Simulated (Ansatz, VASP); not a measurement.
One calculation of LiF, two programs

INCAR

```
  ALGO = Normal
  EDIFF = 1E-6
  ENCUT = 520
  GGA = PE
  ISIF = 2
  ISMEAR = -1
  LASPH = True
  LCHARG = False
  LREAL = False
  LWAVE = False
  NBANDS = 12
  NELM = 100
  PREC = Accurate
  SIGMA = 0.02
```

File KPOINTS:

```
k-points
0
Gamma
  10 10 10
```

Contents of POSCAR:

```
LiF
1.0
    0.0000000000      2.1525456070      2.1342161016
    2.1525456070      0.0000000000      2.1342161016
    2.1525456070      2.1525456070      0.0000000000
Li F
1 1
Direct
    0.0000000000      0.0000000000      0.0000000000
    0.2500000000      0.2500000000      0.2500000000
```

Input for Ansatz:

```yaml
crystal:
  lattice:
    - [0.0, 2.152545607, 2.1342161016]
    - [2.152545607, 0.0, 2.1342161016]
    - [2.152545607, 2.152545607, 0.0]
  atoms:
    - { symbol: Li, position: [0.0, 0.0, 0.0] }
    - { symbol: F, position: [0.25, 0.25, 0.25] }
kpoints:
  mp_grid: { grid: [10, 10, 10] }
  band_path:
    path:
      - [0.0, 0.0, 0.0]
      - [-0.5, -0.5, 0.0]
      - [-0.375, -0.375, 0.25]
      - [-0.375, 0.0, 0.375]
      - [0.0, 0.0, 0.5]
      - [-0.5, -0.25, 0.25]
    npoints: 1
hamiltonian:
  xc: pbe
scf:
  occupations: { method: fermi_dirac, width: 0.02 }
  n_extra_bands: 4
output:
  forces: true
  stress: true
  eigenvalues: true
  write_density: true
  write_potential: true
  elf: true
  volumetric_format: npy
```

Change from the starting cell: epitaxial_xy strain +0.4%.

Alike in both runs: task single point; functional PBE; k mesh 10 × 10 × 10; occupations fermi-dirac, width 0.02 eV; no spin polarisation.

```csv
,VASP,Ansatz
version,VASP 6.6.1,Ansatz 0.2.0
potentials or method,"VASP PAW PBE potentials, release 64 (Li_sv, F)","plane waves, PAW"
plane-wave cutoff (eV),520,420
valence electrons in the cell,10,10
```

Ansatz gave:

* gap on the k mesh at the Fermi level (eV): 7.91

Which values does VASP return?

gap on the k mesh at the Fermi level (eV): 7.89.

Noted on VASP's run: the cutoff is short for stress, so the pressure is rough.
